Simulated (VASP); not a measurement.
Write the native input for VASP 6.6.1 that does the following.

```yaml
Task: single point
Functional: RPBE
Potentials_or_basis: VASP PAW PBE potentials, release 64 (Rh_pv)
Cutoff: 520 eV
k_mesh: 9 × 9 × 13
Occupations: fermi-dirac, width 0.1 eV
Spin: no spin polarisation
Dipole_correction: no
Further_INCAR_settings: ALGO = Normal; EDIFF = 1e-06; NBANDS = 30
```

The structure of Rh lies in POSCAR:

```
Rh
1.0
    4.5344300961      0.0000000000      0.0000000000
   -2.2672150481      3.9269316549      0.0000000000
    0.0000000000      0.0000000000      2.7836430505
Rh
3
Direct
    0.0000000000      0.0000000000      0.0000000000
    0.3333333333      0.6666666667      0.5000000000
    0.6666666667      0.3333333333      0.5000000000
```

This cell differs from its parent crystal: volume scaled by 1.12.

These files were run (other wordings do the same):

INCAR

```
  ALGO = Normal
  EDIFF = 1E-6
  ENCUT = 520
  GGA = RP
  ISIF = 2
  ISMEAR = -1
  LASPH = True
  LCHARG = False
  LREAL = False
  LWAVE = False
  NBANDS = 30
  NELM = 80
  PREC = Accurate
  SIGMA = 0.1
```

KPOINTS

```
k-points
0
Gamma
  9 9 13
```

Potentials or basis: VASP PAW PBE potentials, release 64 (Rh_pv).

Run with:

```console
$ cat potpaw_PBE.64/Rh_pv/POTCAR > POTCAR
$ mpirun -np 1 vasp_std > vasp.out
```

Results of the run:

```yaml
Pressure: -18.3 GPa
```

Caveat: the PAW data sets were made with another functional, which shifts forces and pressure a little.

Wall time 96 s on 1 thread of Intel(R) Xeon(R) Platinum 8375C CPU @ 2.90GHz (Ice Lake) (shared host), peak memory 0.23 GiB.
